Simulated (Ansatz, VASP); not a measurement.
## One calculation of PbS, two programs

```
Pb S
1.0
     0.00000    2.96500    2.96500
     2.96500    0.00000    2.96500
     2.96500    2.96500    0.00000
Pb S
1 1
Direct
  0.00000 0.00000 0.00000
  0.46627 0.53373 0.53373
```

Alike in both runs: task electric field gradients; functional PBE; k mesh 7 × 7 × 7; occupations fermi-dirac, width 0.01 eV; no spin polarisation.

```csv
,VASP,Ansatz
version,VASP 6.6.1,Ansatz 0.2.0
potentials or method,"VASP PAW PBE potentials, release 64 (Pb_d, S), cutoff 400 eV","all-electron PAW with datasets made for the crystal, scalar-relativistic"
```

|  | VASP | Ansatz | Ansatz less VASP |
| --- | --- | --- | --- |
| gap on the k mesh at the Fermi level (eV) | 1.12 | 1.12 | -0.003 |
| pressure (GPa) | 2.8 | 2.9 | +0.08 |
| traceless stress, the component that is largest in VASP (GPa) | 1.15 | 1.14 | -0.002 |
| rms of the force components (eV/Å) | 0.126 | 0.125 | -0.0006 |
| size of Vzz on the site where it differs most (V/Å²) | 79.4 | 83.6 | +4.17 |

Atom by atom the forces differ by 0.001 eV/Å (rms over components). Ansatz ran all-electron here, and VASP with PAW potentials.

Neither program's run includes spin-orbit coupling.
